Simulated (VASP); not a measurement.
A run of VASP 6.6.1:

The input INCAR:

```
  PREC = Accurate
  ENCUT = 520
  EDIFF = 1E-6
  ISMEAR = 0
  SIGMA = 0.15
  LREAL = F
  LASPH = T
  NELM = 80
  ALGO = Fast
  ISIF = 2
  LWAVE = F
  LCHARG = F
  NBANDS = 11
```

The input KPOINTS:

```
regular mesh
0
Gamma
  20 20 20
```

POSCAR

```
Hf
1.0
    0.0000000000      2.4456236407      1.9398686718
    2.4456236407      0.0000000000      1.9398686718
    2.4456236407      2.4456236407      0.0000000000
Hf
1
Direct
    0.0000000000      0.0000000000      0.0000000000
```

Potentials or basis: VASP PAW LDA potentials, release 64 (Hf_pv).

Run with:

```sh
$ cat potpaw_LDA.64/Hf_pv/POTCAR > POTCAR
$ mpirun -np 1 vasp_std > vasp.out
```

Hardware: 1 thread of Intel(R) Xeon(R) Platinum 8488C (Sapphire Rapids), with other jobs on the host.

Problem. Estimate the wall time of this run.

Solution. Wall time 68 s on 1 thread of Intel(R) Xeon(R) Platinum 8488C (Sapphire Rapids), on a shared host, peak memory 0.27 GiB. Counts: scf iterations 12, k points 641.
